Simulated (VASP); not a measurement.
The system is MnSb (rocksalt type).

```
CELL_PARAMETERS angstrom
0.00000 2.65223 2.65223
2.65223 0.00000 2.65223
2.65223 2.65223 0.00000
ATOMIC_POSITIONS crystal
Mn 0.00000 0.00000 0.00000
Sb 0.50000 0.50000 0.50000
```

```yaml
Program: VASP 6.6.1
Task: relaxation of cell and atoms
Functional: PBE
Potentials_or_basis: VASP PAW PBE potentials, release 64 (Mn_pv, Sb)
Cutoff: 600 eV
k_mesh: 11 × 11 × 11
Occupations: fermi-dirac, width 0.03 eV
Spin: collinear spin, ferromagnetic start
Starting_moments: "[4.0, 0.0] μB"
```

At the start: pressure 12.4 GPa; volume 18.66 Å³/atom.

How do energy, volume and symmetry change on relaxing?

Over 6 steps the energy falls by 104.8 meV/atom and the volume is 21.61 Å³/atom (+15.8 %); space group Fm-3m (No. 225, to 0.1 Å) before and after; moment 3.78 μB per cell.

Step by step:
```tsv
step	energy change (eV)	largest force (eV/Å)	pressure (GPa)	volume (Å³)
1	0.0000	0.0000	12.38	37.31
2	-0.1876	0.0000	-2.85	45.65
3	-0.2097	0.0000	-0.09	43.35
4	-0.2097	0.0000	0.06	43.22
5	-0.2097	0.0000	0.04	43.23
6	-0.2097	0.0000	0.02	43.23
```

Final structure:
```
Mn Sb
1.0
     0.00000    2.78550    2.78550
     2.78550    0.00000    2.78550
     2.78550    2.78550    0.00000
Mn Sb
1 1
Direct
  0.00000 0.00000 0.00000
  0.50000 0.50000 0.50000
```

Caveat: the volume moved by over 15 % at a fixed basis, so the end points are rough; a cell with one magnetic atom can't hold antiferromagnetic order, which such compounds often take.
